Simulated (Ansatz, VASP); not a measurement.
One calculation of C, two programs

Contents of INCAR:

```
PREC = Accurate
ENCUT = 520
EDIFF = 1E-6
ISMEAR = 0
SIGMA = 0.05
LREAL = False
LASPH = True
NELM = 80
ALGO = Normal
ISIF = 2
LWAVE = False
LCHARG = True
GGA = CA
LELF = True
LVHAR = True
NBANDS = 11
```

The input KPOINTS:

```
regular mesh
0
Gamma
  14 14 14
```

File POSCAR:

```
C
1.0
    0.0000000000      2.0631900000      3.2475600000
    1.1911600000      0.0000000000      3.2475600000
    1.1911600000      2.0631900000      0.0000000000
C
2
Direct
    0.1666700000      0.8333300000      0.1666700000
    0.8333300000      0.1666700000      0.8333300000
```

Input for Ansatz:

```yaml
crystal:
  lattice:
    - [0.0, 2.06319, 3.24756]
    - [1.19116, 0.0, 3.24756]
    - [1.19116, 2.06319, 0.0]
  atoms:
    - { symbol: C, position: [0.16667, 0.83333, 0.16667] }
    - { symbol: C, position: [0.83333, 0.16667, 0.83333] }
basis:
  ecutwfc: 420
kpoints:
  mp_grid: { grid: [14, 14, 14] }
hamiltonian:
  xc: lda
scf:
  occupations: { method: gaussian, width: 0.05 }
output:
  forces: true
  stress: true
  eigenvalues: true
```

Change from the starting cell: strain -0.030 along x and y, -0.030 along z, atoms carried along.

Alike in both runs: task single point; functional LDA; k mesh 14 × 14 × 14; occupations gaussian, width 0.05 eV; no spin polarisation.

|  | VASP | Ansatz |
| --- | --- | --- |
| version | VASP 6.6.1 | Ansatz 0.2.0 |
| potentials or method | VASP PAW LDA potentials, release 64 (C), cutoff 520 eV | scalar-relativistic, plane waves, PAW |
| valence electrons in the cell | 8 | 8 |

VASP gave:

- gap on the k mesh at the Fermi level (eV): 0.29
- least direct gap on the mesh (eV): 0.38
- pressure (GPa): 27.0
- traceless stress, the component that is largest in VASP (GPa): -25.89
- rms of the force components (eV/Å): 0.023

Question: Estimate Ansatz's values.

Answer: gap on the k mesh at the Fermi level (eV): 0.30; least direct gap on the mesh (eV): 0.39; pressure (GPa): 26.1; traceless stress, the component that is largest in VASP (GPa): -24.91; rms of the force components (eV/Å): 0.023.

LDA's correlation is that of Perdew and Zunger in VASP and of Perdew and Wang (1992) in Ansatz. Atom by atom the forces differ by 0.000 eV/Å (rms over components).
